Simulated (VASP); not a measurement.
Wanted: the native input for a VASP 6.6.1 run.

- Task: single point
- Functional: PBEsol
- Potentials or basis: VASP PAW PBE potentials, release 64 (Pt)
- Cutoff: 520 eV
- k mesh: 22 × 22 × 22
- Occupations: gaussian, width 0.15 eV
- Spin: no spin polarisation
- Dipole correction: no
- Further INCAR settings: ALGO = Fast; EDIFF = 1e-07; NBANDS = 11

The structure of Pt lies in POSCAR:

```
Pt
1.0
   -1.6159044000      1.5842200000      1.5842200000
    1.6159044000     -1.5842200000      1.5842200000
    1.6159044000      1.5842200000     -1.5842200000
Pt
1
Direct
    0.0000000000      0.0000000000      0.0000000000
```

This cell differs from its parent crystal: strain +0.0200 x Voigt [1, 0, 0, 0, 0, 0].

The input as run:

INCAR

```
  PREC = Accurate
  ENCUT = 520
  EDIFF = 1E-7
  ISMEAR = 0
  SIGMA = 0.15
  LREAL = False
  LASPH = True
  NELM = 80
  ALGO = Fast
  ISIF = 2
  LWAVE = False
  LCHARG = False
  GGA = PS
  NBANDS = 11
```

KPOINTS

```
regular mesh
0
Gamma
  22 22 22
```

Potentials or basis: VASP PAW PBE potentials, release 64 (Pt).

Run with:

```console
$ cat potpaw_PBE.64/Pt/POTCAR > POTCAR
$ mpirun -np 1 vasp_std > vasp.out
```

It gave:

The pressure is -15.3 GPa and the band gap on the k mesh is zero (bands 5 and 6 overlap by 2.04 eV).

Caveat: the cell differs from its parent crystal (strain +0.0200 x Voigt [1, 0, 0, 0, 0, 0]); the cell stands under tension; the PAW data sets were made with another functional, which shifts forces and pressure a little; spin-orbit coupling is left out, which moves the levels of the heavy elements.

Wall time 60 s on 1 thread of Intel(R) Xeon(R) Platinum 8559C (Emerald Rapids), with other jobs on the host, peak memory 0.27 GiB.
